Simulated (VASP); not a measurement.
# Ta6S: single point with LDA

System: Ta6S, a slab with vacuum.

```
Ta S
1.0
     4.60022    0.00000    0.00000
    -2.30011    3.98391    0.00000
     0.00000    0.00000   19.90177
Ta S
6 1
Direct
  0.66667 0.33333 0.20099
  0.33333 0.66667 0.24817
  0.00000 0.00000 0.29535
  0.66667 0.33333 0.33958
  0.33333 0.66667 0.38106
  0.00000 0.00000 0.42216
  0.88889 0.44444 0.46438
```

```
Program                : VASP 6.6.1
Task                   : single point
Functional             : LDA
Potentials or basis    : VASP PAW LDA potentials, release 64 (Ta_pv, S)
Cutoff                 : 520 eV
k mesh                 : 6 × 6 × 1
Occupations            : gaussian, width 0.1 eV
Spin                   : no spin polarisation
Dipole correction      : yes
Further INCAR settings : ALGO = Normal; EDIFF = 1e-06; NBANDS = 45
```

```json
{
  "Largest force": "2.642 eV/Å",
  "Band gap on the k mesh": "zero (bands 36 and 37 overlap by 0.15 eV)"
}
```

Forces in eV/Å, atoms in the order of the input:
```
Ta   0.188  0.108  1.888
Ta  -0.177 -0.102 -0.678
Ta   0.045  0.026 -2.642
Ta  -0.706 -0.408 -0.275
Ta   1.137  0.656  0.076
Ta  -0.459 -0.265  1.572
S   -0.028 -0.016  0.060
```

Levels at points of the mesh, in eV from the Fermi level:
```
           k point  band 34  band 35  band 36  band 37  band 38  band 39
(0.00, 0.00, 0.00)    -0.75    -0.48    -0.46     0.08     0.10     0.29
(0.50, 0.00, 0.00)    -0.97    -0.43    -0.01     0.36     0.70     0.97
(0.00, 0.50, 0.00)    -0.75    -0.45    -0.17    -0.01     0.58     0.92
```

Wall time 13 min on 1 thread of Intel Xeon 8259CL (shared host), peak memory 0.45 GiB.

Caveat: spin-orbit coupling is left out, which moves the levels of the heavy elements.
